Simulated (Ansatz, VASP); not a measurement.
**Co2O in VASP and in Ansatz**

The input POSCAR:

```
Co2O
1.0
    2.8058730000      0.0000000000      0.0000000000
    0.0000000000      4.5287290000      0.0000000000
    0.0000000000      0.0000000000      4.2717900000
Co O
4 2
Direct
    0.0000000000      0.3250000000      0.2610000000
    0.5000000000      0.1750000000      0.7610000000
    0.0000000000      0.6750000000      0.7390000000
    0.5000000000      0.8250000000      0.2390000000
    0.0000000000      0.0000000000      0.0000000000
    0.5000000000      0.5000000000      0.5000000000
```

Contents of INCAR.step1:

```
SYSTEM = Co2O
  ALGO = Normal
  EDIFF = 1E-4
  ENCUT = 520
  GGA = PE
  ISMEAR = -1
  LASPH = .True.
  LCHARG = .False.
  LREAL = .False.
  LWAVE = .True.
  NBANDS = 33
  NELM = 80
  PREC = Accurate
  SIGMA = 0.1
```

The input INCAR.step2:

```
SYSTEM = Co2O
  ALGO = Normal
  EDIFF = 1E-6
  ENCUT = 520
  ISIF = 2
  ISMEAR = -1
  ISTART = 1
  LASPH = .True.
  LCHARG = .True.
  LELF = .True.
  LMIXTAU = .True.
  LREAL = .False.
  LVHAR = .True.
  LWAVE = .False.
  METAGGA = R2SCAN
  NBANDS = 33
  NELM = 80
  PREC = Accurate
  SIGMA = 0.1
```

Contents of KPOINTS:

```
k-points
0
Gamma
  6 4 4
  0 0 0
```

Input for Ansatz:

```yaml
crystal:
  lattice:
    - [2.805873, 0.0, 0.0]
    - [0.0, 4.528729, 0.0]
    - [0.0, 0.0, 4.27179]
  atoms:
    - { symbol: Co, position: [0.0, 0.325, 0.261] }
    - { symbol: Co, position: [0.5, 0.175, 0.761] }
    - { symbol: Co, position: [0.0, 0.675, 0.739] }
    - { symbol: Co, position: [0.5, 0.825, 0.239] }
    - { symbol: O, position: [0.0, 0.0, 0.0] }
    - { symbol: O, position: [0.5, 0.5, 0.5] }
  symmetry: { tolerance: 0.0003 }
kpoints:
  mp_grid: { grid: [6, 4, 4], shift: [0, 0, 0] }
magnetization:
  spin_polarized: false
scf:
  occupations: { method: fermi_dirac }
hamiltonian:
  pseudopotentials: { kind: paw }
  xc: r2scan
basis:
  ecutwfc: 500
output:
  forces: true
  stress: true
  eigenvalues: true
```

Alike in both runs: task single point; functional r2SCAN; k mesh 6 × 4 × 4; no spin polarisation.

|  | VASP | Ansatz |
| --- | --- | --- |
| version | VASP 6.6.1 | Ansatz 0.2.0 |
| potentials or method | VASP PAW PBE potentials, release 64 (Co, O), cutoff 520 eV | PAW plane waves |
| occupations | fermi-dirac, width 0.1 eV | fermi-dirac |
| valence electrons in the cell | 48 | 80 |

|  | VASP | Ansatz | Ansatz less VASP |
| --- | --- | --- | --- |
| gap on the k mesh at the Fermi level (eV) | none | none | - |
| pressure (GPa) | 14.7 | 13.0 | -1.67 |
| traceless stress, the component that is largest in VASP (GPa) | 8.15 | 8.31 | +0.160 |
| rms of the force components (eV/Å) | 0.226 | 0.220 | -0.0057 |

VASP's potentials were made for PBE, not for r2SCAN. Atom by atom the forces differ by 0.011 eV/Å (rms over components). A gap of «none» marks a metal or a gap that the smearing closes. VASP's potentials hold 48 valence electrons a cell and Ansatz's 80, so a difference there can come from the potentials and not from the codes.

The k mesh is coarse, so the values compare programs but aren't converged.
